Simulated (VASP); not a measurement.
Here is a VASP 6.6.1 calculation.

INCAR

```
SYSTEM = Rh
PREC     = Accurate       ! precision mode
ENCUT    = 600            ! plane-wave cutoff, eV
EDIFF    = 1E-6           ! SCF threshold, eV
ISMEAR   = 0              ! smearing method
SIGMA    = 0.1            ! smearing width, eV
LREAL    = .FALSE.        ! projectors in reciprocal space
LASPH    = .TRUE.         ! aspherical terms in the spheres
NELM     = 100            ! most SCF steps
ALGO     = Fast           ! electronic algorithm
ISIF     = 3              ! what is computed and relaxed
LWAVE    = .FALSE.        ! write WAVECAR
LCHARG   = .FALSE.        ! write CHGCAR
GGA      = PS             ! functional
IBRION   = 2              ! ionic algorithm
NSW      = 100            ! ionic steps
EDIFFG   = -0.01          ! ionic threshold
```

The input KPOINTS:

```
Automatic mesh
0
G
  24 24 22
  0 0 0
```

The input POSCAR:

```
Rh
1.0
    2.5991433143      0.0000000000      0.0000000000
   -1.2995716572      2.2509241383      0.0000000000
    0.0000000000      0.0000000000      2.5077591184
Rh
1
Direct
    0.0000000000      0.0000000000      0.0000000000
```

Potentials or basis: VASP PAW PBE potentials, release 64 (Rh_pv).

The run is started by

```console
$ cat potpaw_PBE.64/Rh_pv/POTCAR > POTCAR
$ mpirun -np 1 vasp_std > vasp.out
```

**Question.** Estimate the band gap on the k mesh.

**Answer.** Zero (an odd number of electrons rules out a gap without spin polarisation).

**Question.** What does it give for the space group after relaxing (to 0.1 Å)?

**Answer.** P6/mmm (No. 191).

**Question.** What does it give for the relaxed volume?

**Answer.** 14.68 Å³/atom.

**Question.** Estimate the relaxed cell.

**Answer.** a = 2.602 Å, b = 2.602 Å, c = 2.505 Å, α = 90.00°, β = 90.00°, γ = 120.00°.

Final structure:
```yaml
crystal:
  lattice:
    - [2.60180, 0.00000, 0.00000]
    - [-1.30090, 2.25322, 0.00000]
    - [0.00000, 0.00000, 2.50467]
  atoms:
    - { symbol: Rh, position: [0.00000, 0.00000, 0.00000] }
```

Caveat: the PAW data sets were made with another functional, which shifts forces and pressure a little.
